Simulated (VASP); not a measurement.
TaBi:

```
CELL_PARAMETERS angstrom
0.00000 2.73596 2.73596
2.73596 0.00000 2.73596
2.73596 2.73596 0.00000
ATOMIC_POSITIONS crystal
Ta 0.50000 0.50000 0.50000
Bi 0.00000 0.00000 0.00000
```

```yaml
Program: VASP 6.6.1
Task: relaxation of cell and atoms
Functional: PBE
Potentials_or_basis: VASP PAW PBE potentials, release 64 (Ta_pv, Bi_d)
Cutoff: 600 eV
k_mesh: 6 × 6 × 6
Occupations: gaussian, width 0.1 eV
Spin: no spin polarisation
```

At the start: pressure 28.5 GPa; volume 20.48 Å³/atom.

Q: Where does the relaxation end?

A: Over 4 steps the energy falls by 316.4 meV/atom and the volume is 24.83 Å³/atom (+21.3 %); space group Fm-3m (No. 225, to 0.05 Å).

The path:
| step | energy change (eV) | largest force (eV/Å) | pressure (GPa) | volume (Å³) |
| --- | --- | --- | --- | --- |
| 1 | 0.0000 | 0.0000 | 28.48 | 40.96 |
| 2 | 0.3596 | 0.0000 | -13.78 | 66.55 |
| 3 | -0.6303 | 0.0000 | -1.25 | 50.17 |
| 4 | -0.6328 | 0.0000 | -0.32 | 49.67 |

Final structure:
```
Ta Bi
1.0
     0.00000    2.91754    2.91754
     2.91754    0.00000    2.91754
     2.91754    2.91754    0.00000
Ta Bi
1 1
Direct
  0.50000 0.50000 0.50000
  0.00000 0.00000 0.00000
```

Caveat: the volume moved by over 15 % at a fixed basis, so the end points are rough.
